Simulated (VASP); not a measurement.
The system is CsMg3.

```
Cs Mg
1.0
     4.60981    0.00000    0.00000
     0.00000    4.60981    0.00000
     0.00000    0.00000    4.56243
Cs Mg
1 3
Direct
  0.00000 0.00000 0.00000
  0.00000 0.50000 0.50000
  0.50000 0.00000 0.50000
  0.50000 0.50000 0.00000
```

| Item | Value |
| --- | --- |
| Program | VASP 6.6.1 |
| Task | relaxation of cell and atoms |
| Functional | PBE |
| Potentials or basis | VASP PAW PBE potentials, release 64 (Cs_sv, Mg) |
| Cutoff | 600 eV |
| k mesh | 4 × 4 × 4 |
| Occupations | gaussian, width 0.1 eV |
| Spin | no spin polarisation |

At the start: pressure 13.1 GPa; volume 24.24 Å³/atom.

Problem. Where does the relaxation end?

Solution. Over 6 steps the energy falls by 383.6 meV/atom and the volume is 38.02 Å³/atom (+56.9 %); space group Pm-3m (No. 221, to 0.1 Å) before and after.

The path:
```tsv
step	energy change (eV)	largest force (eV/Å)	pressure (GPa)	volume (Å³)
1	0.0000	0.0000	13.10	96.95
2	-1.3381	0.0000	2.97	127.51
3	-1.5081	0.0000	0.91	142.20
4	-1.4335	0.0000	-1.24	174.89
5	-1.5334	0.0000	-0.15	153.89
6	-1.5343	0.0000	-0.01	152.10
```

Final structure:
```cif
data_structure
_symmetry_space_group_name_H-M 'P 1'
_symmetry_Int_Tables_number 1
_cell_length_a 5.3648
_cell_length_b 5.3648
_cell_length_c 5.2847
_cell_angle_alpha 90.000
_cell_angle_beta 90.000
_cell_angle_gamma 90.000
_cell_volume 152.10
loop_
_atom_site_label
_atom_site_type_symbol
_atom_site_fract_x
_atom_site_fract_y
_atom_site_fract_z
_atom_site_occupancy
Cs1 Cs 0.00000 0.00000 0.00000 1
Mg1 Mg 0.00000 0.50000 0.50000 1
Mg2 Mg 0.50000 0.00000 0.50000 1
Mg3 Mg 0.50000 0.50000 0.00000 1
```

Caveat: the volume moved by over 15 % at a fixed basis, so the end points are rough.
